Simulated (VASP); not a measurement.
# Ga3Cu (Pm-3m) in VASP: notebook

The runs below take Ga3Cu through single point, with LDA.

All numbers are computed with VASP 6.6.1; they aren't measurements. Logs are shortened: lines on timing, memory, paths and dates and some standing lists are left out, and cuts for length are marked.

### 1 The cell of the first run

The structure is cubic, space group Pm-3m (No. 221). The conventional cell has a = 4.035 Å, b = 4.035 Å, c = 4.035 Å, α = 90.00°, β = 90.00°, γ = 90.00°. Within 3.8 Å of Ga (site symmetry 4/mmm) lie 8 Ga at 2.85 Å and 4 Cu at 2.85 Å. Within 3.8 Å of Cu (site symmetry m-3m) lie 12 Ga at 2.85 Å.

### 2 Single point, LDA

INCAR

```
SYSTEM = Ga3Cu
PREC = Accurate
ENCUT = 520
EDIFF = 1E-6
ISMEAR = -1
SIGMA = 0.1
LREAL = .False.
LASPH = .True.
NELM = 100
ALGO = Normal
ISIF = 2
LWAVE = .False.
LCHARG = .True.
LELF = .True.
LVHAR = .True.
NBANDS = 33
```

KPOINTS

```
regular mesh
0
Gamma
  6 6 6
  0 0 0
```

POSCAR

```
Ga3Cu
1.0
    4.0353330000      0.0000000000      0.0000000000
    0.0000000000      4.0353330000      0.0000000000
    0.0000000000      0.0000000000      4.0353330000
Ga Cu
3 1
Direct
    0.0000000000      0.5000000000      0.5000000000
    0.5000000000      0.0000000000      0.5000000000
    0.5000000000      0.5000000000      0.0000000000
    0.0000000000      0.0000000000      0.0000000000
```

Potentials or basis: VASP PAW LDA potentials, release 64 (Ga_d, Cu).

On the command line:

```bash
> cat potpaw_LDA.64/Ga_d/POTCAR potpaw_LDA.64/Cu/POTCAR > POTCAR
> mpirun -np 1 vasp_std > vasp.out
```

OUTCAR:

```text
SYSTEM = Ga3Cu
   PREC = Accurate
   ENCUT = 520
   EDIFF = 1E-6
   ISMEAR = -1
   LREAL = .False.
   LASPH = .True.
   NELM = 100
   ISIF = 2

 ion  position               nearest neighbor table
   1  0.000  0.500  0.500-   2 2.85   3 2.85   4 2.85   3 2.85   4 2.85   2 2.85   4 2.85   4 2.85
                             2 2.85   3 2.85   3 2.85   2 2.85
   2  0.500  0.000  0.500-   1 2.85   3 2.85   4 2.85   3 2.85   4 2.85   1 2.85   3 2.85   3 2.85
                             1 2.85   4 2.85   4 2.85   1 2.85
   3  0.500  0.500  0.000-   1 2.85   2 2.85   4 2.85   1 2.85   2 2.85   2 2.85   4 2.85   2 2.85
                             1 2.85   4 2.85   1 2.85   4 2.85
   4  0.000  0.000  0.000-   1 2.85   2 2.85   3 2.85   1 2.85   2 2.85   1 2.85   3 2.85   1 2.85
                             2 2.85   3 2.85   2 2.85   3 2.85

  LATTYP: Found a simple cubic cell.
 ALAT       =     4.0353330000

  Lattice vectors:

 A1 = (   4.0353330000,   0.0000000000,   0.0000000000)
 A2 = (   0.0000000000,   4.0353330000,   0.0000000000)
 A3 = (   0.0000000000,   0.0000000000,   4.0353330000)

Analysis of symmetry for initial positions (statically):
=====================================================================
 Subroutine PRICEL returns:
 Original cell was already a primitive cell.

 Routine SETGRP: Setting up the symmetry group for a
 simple cubic supercell.

 Subroutine GETGRP returns: Found 48 space group operations
 (whereof 48 operations were pure point group operations)
 out of a pool of 48 trial point group operations.

The static configuration has the point symmetry O_h .

Analysis of symmetry for dynamics (positions and initial velocities):
=====================================================================
 Subroutine PRICEL returns:
 Original cell was already a primitive cell.

 Routine SETGRP: Setting up the symmetry group for a
 simple cubic supercell.

 Subroutine GETGRP returns: Found 48 space group operations
 (whereof 48 operations were pure point group operations)
 out of a pool of 48 trial point group operations.

The dynamic configuration has the point symmetry O_h .

 Subroutine INISYM returns: Found 48 space group operations
 (whereof 48 operations are pure point group operations),
 and found     1 'primitive' translations

----------------------------------------------------------------------------------------

                                     Primitive cell

  volume of cell :      65.7110

  direct lattice vectors                    reciprocal lattice vectors
     4.035333000  0.000000000  0.000000000     0.247811023  0.000000000  0.000000000
     0.000000000  4.035333000  0.000000000     0.000000000  0.247811023  0.000000000
     0.000000000  0.000000000  4.035333000     0.000000000  0.000000000  0.247811023

  length of vectors
     4.035333000  4.035333000  4.035333000     0.247811023  0.247811023  0.247811023

  position of ions in fractional coordinates (direct lattice)
     0.000000000  0.500000000  0.500000000
     0.500000000  0.000000000  0.500000000
     0.500000000  0.500000000  0.000000000
     0.000000000  0.000000000  0.000000000

  ion indices of the primitive-cell ions
   primitive index   ion index
                 1           1
                 2           2
                 3           3
                 4           4

----------------------------------------------------------------------------------------

 KPOINTS: regular mesh

Automatic generation of k-mesh.
 Grid dimensions read from file:
 generate k-points for:    6    6    6

 Generating k-lattice:

  Cartesian coordinates                     Fractional coordinates (reciprocal lattice)
     0.041301837  0.000000000  0.000000000     0.166666667  0.000000000  0.000000000
     0.000000000  0.041301837  0.000000000     0.000000000  0.166666667  0.000000000
     0.000000000  0.000000000  0.041301837     0.000000000  0.000000000  0.166666667

  Length of vectors
     0.041301837  0.041301837  0.041301837

  Shift w.r.t. Gamma in fractional coordinates (k-lattice)
     0.000000000  0.000000000  0.000000000

 Subroutine IBZKPT returns following result:
 ===========================================

 Found     20 irreducible k-points:

 Following reciprocal coordinates:
            Coordinates               Weight
  0.000000  0.000000  0.000000      1.000000
  0.166667  0.000000  0.000000      6.000000
  0.333333  0.000000  0.000000      6.000000
  0.500000  0.000000  0.000000      3.000000
  0.166667  0.166667  0.000000     12.000000
  0.333333  0.166667  0.000000     24.000000
[... 12 lines left out ...]
  0.500000  0.500000  0.333333      6.000000
  0.500000  0.500000  0.500000      1.000000
   k-points           NKPTS =     20   k-points in BZ     NKDIM =     20   number of bands    NBANDS=     33
   number of dos      NEDOS =    301   number of ions     NIONS =      4
   total plane-waves  NPLWV =  27000
   dimension x,y,z NGX =    30 NGY =   30 NGZ =   30
   dimension x,y,z NGXF=    60 NGYF=   60 NGZF=   60
   ions per type =               3   1
   NGX,Y,Z   is equivalent  to a cutoff of  12.36, 12.36, 12.36 a.u.
   NGXF,Y,Z  is equivalent  to a cutoff of  24.72, 24.72, 24.72 a.u.
 SYSTEM =  Ga3Cu
   PREC   = accura    normal or accurate (medium, high low for compatibility)
   ISTART =      0    job   : 0-new  1-cont  2-samecut
   ICHARG =      2    charge: 1-file 2-atom 10-const
   ISPIN  =      1    spin polarized calculation?
   LNONCOLLINEAR =      F non collinear calculations
   LSORBIT =      F    spin-orbit coupling
   LASPH  =      T    aspherical Exc in radial PAW
   ENCUT  =  520.0 eV  38.22 Ry    6.18 a.u.   7.50  7.50  7.50*2*pi/ulx,y,z
   NELM   =    100;   NELMIN=  2; NELMDL= -5     # of ELM steps
   EDIFF  = 0.1E-05   stopping-criterion for ELM
   LREAL  =      F    real-space projection
   EDIFFG = 0.1E-04   stopping-criterion for IOM
   NSW    =      0    number of steps for IOM
   IBRION =     -1    ionic relax: 0-MD 1-quasi-New 2-CG
   NFREE  =      0    steps in history (QN), initial steepest desc. (CG)
   ISIF   =      2    stress and relaxation
   ISYM   =      2    0-nonsym 1-usesym 2-fastsym
   POTIM  = 0.5000    time-step for ionic-motion
   TEBEG  =    0.0;   TEEND  =   0.0 temperature during run
   PSTRESS=    0.0 pullay stress
   NELECT =      50.0000    total number of electrons
   NUPDOWN=      -1.0000    fix difference up-down
   EMIN   =  10.00;   EMAX   =-10.00  energy-range for DOS
   EFERMI =   0.00;   METHOD = LEGACY
   ISMEAR =    -1;   SIGMA  =   0.10  broadening in eV -4-tet -1-fermi 0-gaus
   EFERMI_NEDOS =   21; number of points for ismear=-14 and -15
   IALGO  =     38    algorithm
   IMIX   =      4    mixing-type and parameters
     AMIX     =   0.40;   BMIX     =  1.00
     AMIX_MAG =   1.60;   BMIX_MAG =  1.00
  volume/ion in A,a.u.               =      16.43       110.86
  Fermi-wavevector in a.u.,A,eV,Ry     =   1.494579  2.824344 30.392224  2.233765
  Thomas-Fermi vector in A             =   2.606833
   LORBIT       =      0    0 simple, 1 ext, 2 COOP (PROOUT), +10 PAW based schemes
   GGA     = CA    functional components
   LHFCALC =     F    Hartree Fock is set to
   AEXX    =    0.0000 exact exchange contribution
   IVDW    =     0    specifies the selected vdW correction
   LEPSILON=     F    determine dielectric tensor
   LRPA    =     F    only Hartree local field effects (RPA)
 non-spin polarized calculation
  energy-cutoff  :      520.00
  volume of cell :       65.71
 maximum number of plane-waves:      1800
   NGX = 15   NGY = 15   NGZ = 15

 number of electron      50.0000041 magnetization

 Free energy of the ion-electron system (eV)
  ---------------------------------------------------
  ext. energy  EPLUGINS =         0.00000000
  ---------------------------------------------------
  free energy    TOTEN  =       -15.10687041 eV

  energy without entropy =      -15.06183677  energy(sigma->0) =      -15.08435359

 E-fermi :   6.0575     XC(G=0): -11.8698

 val. band max:        6.0482543647   @ k =   0.5000   0.3333   0.1667
 cond. band min:       6.0948811303   @ k =   0.5000   0.5000   0.3333
 fundamental gap:      0.0466267656
 Fermi energy:         6.0574590278

 k-point     1 :       0.0000    0.0000    0.0000
  band No.  band energies     occupation
      1      -9.1373      2.00000
      2      -9.1074      2.00000
      3      -9.1074      2.00000
      4      -9.1074      2.00000
      5      -8.9709      2.00000
      6      -8.9709      2.00000
[... 25 lines left out ...]
     32      13.2207      0.00000
     33      13.2207      0.00000

 k-point     2 :       0.1667    0.0000    0.0000
  band No.  band energies     occupation
      1      -9.1117      2.00000
      2      -9.1010      2.00000
      3      -9.0802      2.00000
      4      -9.0802      2.00000
      5      -8.9649      2.00000
      6      -8.9492      2.00000
[... 25 lines left out ...]
     32      12.9610      0.00000
     33      12.9610      0.00000

 k-point     3 :       0.3333    0.0000    0.0000
  band No.  band energies     occupation
      1      -9.0874      2.00000
      2      -9.0503      2.00000
      3      -9.0040      2.00000
      4      -9.0040      2.00000
      5      -8.9500      2.00000
      6      -8.8955      2.00000
[... 25 lines left out ...]
     32      13.7135      0.00000
     33      13.7135      0.00000

 k-point     4 :       0.5000    0.0000    0.0000
  band No.  band energies     occupation
      1      -9.0800      2.00000
      2      -9.0110      2.00000
      3      -8.9326      2.00000
      4      -8.9181      2.00000
      5      -8.9181      2.00000
      6      -8.8670      2.00000
[... 529 lines left out ...]
     32      15.4231      0.00000
     33      16.3340      0.00000

 k-point    19 :       0.5000    0.5000    0.3333
  band No.  band energies     occupation
      1      -9.0156      2.00000
      2      -9.0146      2.00000
      3      -9.0146      2.00000
      4      -9.0060      2.00000
      5      -8.9429      2.00000
      6      -8.9429      2.00000
[... 25 lines left out ...]
     32      16.9852      0.00000
     33      17.4123      0.00000

 k-point    20 :       0.5000    0.5000    0.5000
  band No.  band energies     occupation
      1      -9.0308      2.00000
      2      -9.0308      2.00000
      3      -9.0308      2.00000
      4      -9.0248      2.00000
      5      -8.9472      2.00000
      6      -8.9472      2.00000
[... 25 lines left out ...]
     32      17.4937      0.00000
     33      17.4937      0.00000

------------------------ aborting loop because EDIFF is reached ----------------------------------------

  FORCE on cell =-STRESS in cart. coord.  units (eV):
  Direction    XX          YY          ZZ          XY          YZ          ZX
  --------------------------------------------------------------------------------------
  -------------------------------------------------------------------------------------
  Total       -2.5852231     -2.5852231     -2.5852231     -0.0000000     -0.0000000      0.0000000
  in kB      -63.0333623    -63.0333623    -63.0333623     -0.0000000     -0.0000000      0.0000000
  external PRESSURE =     -63.0333623 kB  Pullay stress =       0.0000000 kB

 VOLUME and BASIS-vectors are now :
 -----------------------------------------------------------------------------
  energy-cutoff  :      520.00
  volume of cell :       65.71
      direct lattice vectors                 reciprocal lattice vectors
     4.035333000  0.000000000  0.000000000     0.247811023  0.000000000  0.000000000
     0.000000000  4.035333000  0.000000000     0.000000000  0.247811023  0.000000000
     0.000000000  0.000000000  4.035333000     0.000000000  0.000000000  0.247811023

 POSITION                                       TOTAL-FORCE (eV/Angst)
 -----------------------------------------------------------------------------------
      0.00000      2.01767      2.01767         0.000000      0.000000      0.000000
      2.01767      0.00000      2.01767         0.000000      0.000000      0.000000
      2.01767      2.01767      0.00000         0.000000      0.000000      0.000000
      0.00000      0.00000      0.00000         0.000000      0.000000      0.000000
 -----------------------------------------------------------------------------------
    total drift:                                0.000000      0.000000     -0.000000

  FREE ENERGIE OF THE ION-ELECTRON SYSTEM (eV)
  ---------------------------------------------------
  free  energy   TOTEN  =       -15.1068704100 eV

  energy  without entropy=      -15.0618367694  energy(sigma->0) =      -15.08435359
```

It took 87 s on 1 thread of AMD EPYC 7R13, shared host; peak memory 0.14 GiB.

Results:

```yaml
Free_energy: -15.1069 eV
Pressure: -6.3 GPa
Band_gap_on_the_k_mesh: zero (band 25 reaches 8.44 eV, above the bottom of band 26 at 4.06 eV)
```

Levels at points of the mesh, in eV from the Fermi level:
```tsv
k point	band 23	band 24	band 25	band 26	band 27	band 28
(0.00, 0.00, 0.00)	-2.11	-2.11	-0.68	-0.68	0.97	5.78
(0.50, 0.00, 0.00)	-0.75	0.64	0.64	1.12	1.12	1.84
(0.50, 0.50, 0.00)	-2.64	-2.49	2.38	2.67	3.34	3.34
(0.50, 0.50, 0.50)	-2.75	-2.75	-2.00	-2.00	-2.00	-1.07
```

### 3 Single point, LDA

INCAR

```
SYSTEM = Ga3Cu
PREC = Accurate ; ENCUT = 520
EDIFF = 1E-7 ; ISMEAR = -1
SIGMA = 0.1 ; LREAL = .False.
LASPH = .True. ; NELM = 80
ALGO = Normal ; ISIF = 2
LWAVE = .False. ; LCHARG = .False.
GGA = CA ; NBANDS = 33
```

KPOINTS is that of step 2.

POSCAR is that of step 2.

Potentials or basis: VASP PAW LDA potentials, release 64 (Ga_d, Cu).

On the command line:

```bash
> cat potpaw_LDA.64/Ga_d/POTCAR potpaw_LDA.64/Cu/POTCAR > POTCAR
> mpirun -np 1 vasp_std > vasp.out
```

It took 94 s on 1 thread of AMD EPYC 7R13, shared host; peak memory 0.14 GiB.

It converged, with:

* Free energy: -15.1069 eV
* Pressure: -6.3 GPa
* Band gap on the k mesh: zero (band 25 reaches 8.44 eV, above the bottom of band 26 at 4.06 eV)

Levels at points of the mesh, in eV from the Fermi level:
| k point | band 22 | band 23 | band 24 | band 25 | band 26 | band 27 | band 28 | band 29 |
| --- | --- | --- | --- | --- | --- | --- | --- | --- |
| (0.00, 0.00, 0.00) | -2.11 | -2.11 | -2.11 | -0.68 | -0.68 | 0.97 | 5.78 | 5.78 |
| (0.50, 0.00, 0.00) | -2.78 | -0.75 | 0.64 | 0.64 | 1.12 | 1.12 | 1.84 | 2.43 |
| (0.50, 0.50, 0.00) | -2.79 | -2.64 | -2.49 | 2.38 | 2.67 | 3.34 | 3.34 | 3.37 |
| (0.50, 0.50, 0.50) | -3.45 | -2.75 | -2.75 | -2.00 | -2.00 | -2.00 | -1.07 | 11.16 |
